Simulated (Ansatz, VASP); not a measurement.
## Two plane-wave programs on Mo2H3

```xyz
5
Lattice="3.5113 0.0000 0.0000 0.0000 4.3196 0.0000 0.0000 0.0000 5.2073" Properties=species:S:1:pos:R:3 pbc="T T T"
H     0.0000    0.0000    2.6037
H     1.7557    0.0000    0.0000
H     0.0000    0.0000    0.0000
Mo    1.7557    2.1598    2.6037
Mo    1.7557    0.0000    2.6037
```

Change from the starting cell: species swapped into the Zr3Cd2 type (Pmmm, No. 47).

Alike in both runs: task single point; functional PBE; k mesh 6 × 4 × 4; occupations gaussian, width 0.1 eV; collinear spin.

|  | VASP | Ansatz |
| --- | --- | --- |
| version | VASP 6.6.1 | Ansatz 0.2.0 |
| potentials or method | VASP PAW PBE potentials, release 64 (H, Mo_sv), cutoff 520 eV | scalar-relativistic, plane waves, PAW |
| valence electrons in the cell | 31 | 31 |

Ansatz gave:

* gap on the k mesh at the Fermi level (eV): none
* pressure (GPa): 1.8
* traceless stress, the component that is largest in VASP (GPa): 22.25
* net moment per atom (μB): 0.19
* size of the moment on the site where the two differ most (μB): 0.78

Problem. Which values does VASP return?

Solution. gap on the k mesh at the Fermi level (eV): none; pressure (GPa): 2.3; traceless stress, the component that is largest in VASP (GPa): 23.36; net moment per atom (μB): 0.19; size of the moment on the site where the two differ most (μB): 1.19.

Site moments also hang on the region over which each program counts them. A gap of «none» marks a metal or a gap that the smearing closes. Ansatz's warnings: seeded moment not kept.

The k mesh is coarse, so the values compare programs but aren't converged.
